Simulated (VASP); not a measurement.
# AlN (Fm-3m) in VASP: further runs

AlN is run at these levels: PBE; tasks: single point.

Program: VASP 6.6.1. These are calculated values, not measurements. Logs are shortened: lines on timing, memory, paths and dates and some standing lists are left out, and cuts for length are marked.

### 1 The cell of the first run

It takes space group Fm-3m (No. 225, cubic). Conventional cell: a = 3.957 Å, b = 3.957 Å, c = 3.957 Å, α = 90.00°, β = 90.00°, γ = 90.00°. Al (site symmetry m-3m) has 6 N at 1.98 Å within 2.6 Å. Within 2.6 Å of N (site symmetry m-3m) lie 6 Al at 1.98 Å.

### 2 Single point, PBE (strain -2.0%)

File INCAR:

```
PREC = Accurate
ENCUT = 520
EDIFF = 1E-7
ISMEAR = 0
SIGMA = 0.01
LREAL = F
LASPH = T
NELM = 100
ALGO = Normal
ISIF = 2
LWAVE = F
LCHARG = F
GGA = PE
NBANDS = 11
```

File KPOINTS:

```
regular mesh
0
Gamma
  6 6 6
```

File POSCAR:

```
AlN
1.0
    0.0000000000      1.9784910831      1.9784910831
    1.9784910831      0.0000000000      1.9784910831
    1.9784910831      1.9784910831      0.0000000000
Al N
1 1
Direct
    0.0000000000      0.0000000000      0.0000000000
    0.5000000000      0.5000000000      0.5000000000
```

Potentials or basis: VASP PAW PBE potentials, release 64 (Al, N).

On the command line:

```sh
$ cat potpaw_PBE.64/Al/POTCAR potpaw_PBE.64/N/POTCAR > POTCAR
$ mpirun -np 1 vasp_std > vasp.out
```

OUTCAR:

```text
PREC = Accurate
   ENCUT = 520
   EDIFF = 1E-7
   ISMEAR = 0
   LREAL = F
   LASPH = T
   NELM = 100
   ISIF = 2
   GGA = PE

 ion  position               nearest neighbor table
   1  0.000  0.000  0.000-   2 1.98   2 1.98   2 1.98   2 1.98   2 1.98   2 1.98
   2  0.500  0.500  0.500-   1 1.98   1 1.98   1 1.98   1 1.98   1 1.98   1 1.98

  LATTYP: Found a face centered cubic cell.
 ALAT       =     3.9569821662

  Lattice vectors:

 A1 = (   0.0000000000,   1.9784910831,   1.9784910831)
 A2 = (   1.9784910831,   0.0000000000,   1.9784910831)
 A3 = (   1.9784910831,   1.9784910831,   0.0000000000)

Analysis of symmetry for initial positions (statically):
=====================================================================
 Subroutine PRICEL returns:
 Original cell was already a primitive cell.

 Routine SETGRP: Setting up the symmetry group for a
 face centered cubic supercell.

 Subroutine GETGRP returns: Found 48 space group operations
 (whereof 48 operations were pure point group operations)
 out of a pool of 48 trial point group operations.

The static configuration has the point symmetry O_h .

Analysis of symmetry for dynamics (positions and initial velocities):
=====================================================================
 Subroutine PRICEL returns:
 Original cell was already a primitive cell.

 Routine SETGRP: Setting up the symmetry group for a
 face centered cubic supercell.

 Subroutine GETGRP returns: Found 48 space group operations
 (whereof 48 operations were pure point group operations)
 out of a pool of 48 trial point group operations.

The dynamic configuration has the point symmetry O_h .

 Subroutine INISYM returns: Found 48 space group operations
 (whereof 48 operations are pure point group operations),
 and found     1 'primitive' translations

----------------------------------------------------------------------------------------

                                     Primitive cell

  volume of cell :      15.4893

  direct lattice vectors                    reciprocal lattice vectors
     0.000000000  1.978491083  1.978491083    -0.252717844  0.252717844  0.252717844
     1.978491083  0.000000000  1.978491083     0.252717844 -0.252717844  0.252717844
     1.978491083  1.978491083  0.000000000     0.252717844  0.252717844 -0.252717844

  length of vectors
     2.798008923  2.798008923  2.798008923     0.437720145  0.437720145  0.437720145

  position of ions in fractional coordinates (direct lattice)
     0.000000000  0.000000000  0.000000000
     0.500000000  0.500000000  0.500000000

  ion indices of the primitive-cell ions
   primitive index   ion index
                 1           1
                 2           2

----------------------------------------------------------------------------------------

 KPOINTS: regular mesh

Automatic generation of k-mesh.
 Grid dimensions read from file:
 generate k-points for:    6    6    6

 Generating k-lattice:

  Cartesian coordinates                     Fractional coordinates (reciprocal lattice)
    -0.042119641  0.042119641  0.042119641     0.166666667  0.000000000  0.000000000
     0.042119641 -0.042119641  0.042119641     0.000000000  0.166666667  0.000000000
     0.042119641  0.042119641 -0.042119641     0.000000000  0.000000000  0.166666667

  Length of vectors
     0.072953358  0.072953358  0.072953358

  Shift w.r.t. Gamma in fractional coordinates (k-lattice)
     0.000000000  0.000000000  0.000000000

 Subroutine IBZKPT returns following result:
 ===========================================

 Found     16 irreducible k-points:

 Following reciprocal coordinates:
            Coordinates               Weight
  0.000000  0.000000  0.000000      1.000000
  0.166667  0.000000  0.000000      8.000000
  0.333333  0.000000  0.000000      8.000000
  0.500000  0.000000  0.000000      4.000000
  0.166667  0.166667  0.000000      6.000000
  0.333333  0.166667  0.000000     24.000000
[... 8 lines left out ...]
 -0.333333  0.333333  0.166667     24.000000
 -0.333333  0.500000  0.166667     12.000000
   k-points           NKPTS =     16   k-points in BZ     NKDIM =     16   number of bands    NBANDS=     11
   number of dos      NEDOS =    301   number of ions     NIONS =      2
   total plane-waves  NPLWV =  13824
   dimension x,y,z NGX =    24 NGY =   24 NGZ =   24
   dimension x,y,z NGXF=    48 NGYF=   48 NGZF=   48
   ions per type =               1   1
   NGX,Y,Z   is equivalent  to a cutoff of  14.26, 14.26, 14.26 a.u.
   NGXF,Y,Z  is equivalent  to a cutoff of  28.52, 28.52, 28.52 a.u.
 SYSTEM =  unknown system
   PREC   = accura    normal or accurate (medium, high low for compatibility)
   ISTART =      0    job   : 0-new  1-cont  2-samecut
   ICHARG =      2    charge: 1-file 2-atom 10-const
   ISPIN  =      1    spin polarized calculation?
   LNONCOLLINEAR =      F non collinear calculations
   LSORBIT =      F    spin-orbit coupling
   LASPH  =      T    aspherical Exc in radial PAW
   ENCUT  =  520.0 eV  38.22 Ry    6.18 a.u.   5.20  5.20  5.20*2*pi/ulx,y,z
   NELM   =    100;   NELMIN=  2; NELMDL= -5     # of ELM steps
   EDIFF  = 0.1E-06   stopping-criterion for ELM
   LREAL  =      F    real-space projection
   EDIFFG = 0.1E-05   stopping-criterion for IOM
   NSW    =      0    number of steps for IOM
   IBRION =     -1    ionic relax: 0-MD 1-quasi-New 2-CG
   NFREE  =      0    steps in history (QN), initial steepest desc. (CG)
   ISIF   =      2    stress and relaxation
   ISYM   =      2    0-nonsym 1-usesym 2-fastsym
   POTIM  = 0.5000    time-step for ionic-motion
   TEBEG  =    0.0;   TEEND  =   0.0 temperature during run
   PSTRESS=    0.0 pullay stress
   NELECT =       8.0000    total number of electrons
   NUPDOWN=      -1.0000    fix difference up-down
   EMIN   =  10.00;   EMAX   =-10.00  energy-range for DOS
   EFERMI =   0.00;   METHOD = LEGACY
   ISMEAR =     0;   SIGMA  =   0.01  broadening in eV -4-tet -1-fermi 0-gaus
   EFERMI_NEDOS =   21; number of points for ismear=-14 and -15
   IALGO  =     38    algorithm
   IMIX   =      4    mixing-type and parameters
     AMIX     =   0.40;   BMIX     =  1.00
     AMIX_MAG =   1.60;   BMIX_MAG =  1.00
  volume/ion in A,a.u.               =       7.74        52.26
  Fermi-wavevector in a.u.,A,eV,Ry     =   1.313492  2.482140 23.473600  1.725261
  Thomas-Fermi vector in A             =   2.443811
   LORBIT       =      0    0 simple, 1 ext, 2 COOP (PROOUT), +10 PAW based schemes
   GGA     = PE    functional components
   LHFCALC =     F    Hartree Fock is set to
   AEXX    =    0.0000 exact exchange contribution
   IVDW    =     0    specifies the selected vdW correction
   LEPSILON=     F    determine dielectric tensor
   LRPA    =     F    only Hartree local field effects (RPA)
 non-spin polarized calculation
 Gauss-broadening in eV      SIGMA  =   0.01
  energy-cutoff  :      520.00
  volume of cell :       15.49
 maximum number of plane-waves:       444
 NGX is ok and might be reduce to    24
   NGX = 11   NGY = 11   NGZ = 11

 number of electron       8.0000000 magnetization

 Free energy of the ion-electron system (eV)
  ---------------------------------------------------
  ext. energy  EPLUGINS =         0.00000000
  ---------------------------------------------------
  free energy    TOTEN  =       -14.44135677 eV

  energy without entropy =      -14.44135677  energy(sigma->0) =      -14.44135677

 E-fermi :  10.8980     XC(G=0): -12.5910

 val. band max:       10.8304247302   @ k =   0.0000   0.0000   0.0000
 cond. band min:      16.0132699798   @ k =   0.5000   0.5000   0.0000
 fundamental gap:      5.1828452496
 Fermi energy:        10.8979518936

 k-point     1 :       0.0000    0.0000    0.0000
  band No.  band energies     occupation
      1      -7.3268      2.00000
      2      10.8304      2.00000
      3      10.8304      2.00000
      4      10.8304      2.00000
      5      17.4734      0.00000
      6      23.2002      0.00000
      7      23.2002      0.00000
      8      23.2002      0.00000
      9      28.5198      0.00000
     10      29.0969      0.00000
     11      29.0969      0.00000

 k-point     2 :       0.1667    0.0000    0.0000
  band No.  band energies     occupation
      1      -6.7283      2.00000
      2       8.3830      2.00000
      3      10.4835      2.00000
      4      10.4835      2.00000
      5      18.4783      0.00000
      6      21.9024      0.00000
      7      23.8563      0.00000
      8      23.8563      0.00000
      9      27.0110      0.00000
     10      27.0110      0.00000
     11      29.7009      0.00000

 k-point     3 :       0.3333    0.0000    0.0000
  band No.  band energies     occupation
      1      -5.1189      2.00000
      2       4.3547      2.00000
      3       9.8888      2.00000
      4       9.8888      2.00000
      5      17.8186      0.00000
      6      22.9926      0.00000
      7      22.9926      0.00000
      8      23.7556      0.00000
      9      28.2546      0.00000
     10      29.2627      0.00000
     11      29.2627      0.00000

 k-point     4 :       0.5000    0.0000    0.0000
  band No.  band energies     occupation
      1      -3.8004      2.00000
      2       2.0996      2.00000
      3       9.6279      2.00000
      4       9.6279      2.00000
      5      17.3808      0.00000
      6      22.3604      0.00000
      7      22.3604      0.00000
      8      25.1112      0.00000
      9      27.6650      0.00000
     10      32.2547      0.00000
     11      32.2547      0.00000
[... 127 lines left out ...]
 k-point    14 :       0.5000    0.3333    0.1667
  band No.  band energies     occupation
      1      -3.9083      2.00000
      2       4.5724      2.00000
      3       6.6985      2.00000
      4       8.5673      2.00000
      5      19.7947      0.00000
      6      19.9391      0.00000
      7      21.7015      0.00000
      8      25.7129      0.00000
      9      28.3804      0.00000
     10      32.2438      0.00000
     11      35.6691      0.00000

 k-point    15 :      -0.3333    0.3333    0.1667
  band No.  band energies     occupation
      1      -2.9329      2.00000
      2       3.6659      2.00000
      3       5.8017      2.00000
      4       7.9673      2.00000
      5      19.5875      0.00000
      6      20.6355      0.00000
      7      22.9592      0.00000
      8      24.7043      0.00000
      9      29.6718      0.00000
     10      30.9543      0.00000
     11      36.6424      0.00000

 k-point    16 :      -0.3333    0.5000    0.1667
  band No.  band energies     occupation
      1      -2.5941      2.00000
      2       3.8015      2.00000
      3       5.9979      2.00000
      4       6.9957      2.00000
      5      18.4402      0.00000
      6      19.2742      0.00000
      7      24.0770      0.00000
      8      25.3467      0.00000
      9      29.8597      0.00000
     10      33.3354      0.00000
     11      36.8033      0.00000

------------------------ aborting loop because EDIFF is reached ----------------------------------------

  FORCE on cell =-STRESS in cart. coord.  units (eV):
  Direction    XX          YY          ZZ          XY          YZ          ZX
  --------------------------------------------------------------------------------------
  -------------------------------------------------------------------------------------
  Total        2.4139974      2.4139974      2.4139974      0.0000000     -0.0000000      0.0000000
  in kB      249.6980160    249.6980160    249.6980160      0.0000000     -0.0000000      0.0000000
  external PRESSURE =     249.6980160 kB  Pullay stress =       0.0000000 kB

 VOLUME and BASIS-vectors are now :
 -----------------------------------------------------------------------------
  energy-cutoff  :      520.00
  volume of cell :       15.49
      direct lattice vectors                 reciprocal lattice vectors
     0.000000000  1.978491083  1.978491083    -0.252717844  0.252717844  0.252717844
     1.978491083  0.000000000  1.978491083     0.252717844 -0.252717844  0.252717844
     1.978491083  1.978491083  0.000000000     0.252717844  0.252717844 -0.252717844

 POSITION                                       TOTAL-FORCE (eV/Angst)
 -----------------------------------------------------------------------------------
      0.00000      0.00000      0.00000         0.000000     -0.000000     -0.000000
      1.97849      1.97849      1.97849        -0.000000      0.000000      0.000000
 -----------------------------------------------------------------------------------
    total drift:                               -0.000000     -0.000000      0.000000

  FREE ENERGIE OF THE ION-ELECTRON SYSTEM (eV)
  ---------------------------------------------------
  free  energy   TOTEN  =       -14.4413567683 eV

  energy  without entropy=      -14.4413567683  energy(sigma->0) =      -14.44135677
```

Run time: 4.6 s. Hardware: 1 thread of Intel Xeon Platinum 8488C (Sapphire Rapids), shared host; peak memory 0.13 GiB.

What came out:

- Free energy: -14.4414 eV
- Pressure: 25.0 GPa
- Band gap on the k mesh: 5.18 eV (least direct gap 6.64 eV)

Caveat: the k points lie up to 0.46 Å⁻¹ apart; the cell differs from its parent crystal (strain -2.0%); the structure was generated, so it needn't be the stable form of AlN. A k mesh can miss the band edges.

### 3 Single point, PBE (strain -1.0%)

File INCAR:

```
SYSTEM = AlN
ALGO = Normal ; EDIFF = 1E-6
ENCUT = 520 ; GGA = PE
ISIF = 2 ; ISMEAR = 0
LASPH = .True. ; LCHARG = .True.
LELF = .True. ; LREAL = .False.
LVHAR = .True. ; LWAVE = .False.
NBANDS = 11 ; NELM = 80
PREC = Accurate ; SIGMA = 0.01
```

File KPOINTS:

```
k-points
0
Gamma
  6 6 6
  0 0 0
```

File POSCAR:

```
AlN
1.0
    0.0000000000      1.9986797676      1.9986797676
    1.9986797676      0.0000000000      1.9986797676
    1.9986797676      1.9986797676      0.0000000000
Al N
1 1
Direct
    0.0000000000      0.0000000000      0.0000000000
    0.5000000000      0.5000000000      0.5000000000
```

Potentials or basis: VASP PAW PBE potentials, release 64 (Al, N).

On the command line:

```sh
$ cat potpaw_PBE.64/Al/POTCAR potpaw_PBE.64/N/POTCAR > POTCAR
$ mpirun -np 1 vasp_std > vasp.out
```

Run time: 4.6 s. Hardware: 1 thread of Intel Xeon Platinum 8488C (Sapphire Rapids), shared host; peak memory 0.13 GiB.

It converged, with:

```yaml
Free_energy: -14.5011 eV
Pressure: 15.0 GPa
Band_gap_on_the_k_mesh: 4.94 eV (least direct gap 6.18 eV)
```

Levels at points of the mesh, in eV from the valence-band top:
```tsv
k point	band 2	band 3	band 4	band 5	band 6	band 7
(0.00, 0.00, 0.00)	0.00	0.00	0.00	6.18	12.27	12.27
(0.50, 0.00, 0.00)	-8.53	-1.14	-1.14	6.35	11.28	11.28
(0.50, 0.50, 0.00)	-7.62	-2.89	-2.89	4.94	5.24	14.48
```

Caveat: the k points lie up to 0.45 Å⁻¹ apart; the cell differs from its parent crystal (strain -1.0%); the structure was generated, so it needn't be the stable form of AlN. A k mesh can miss the band edges.

[end of part 1 of 2]
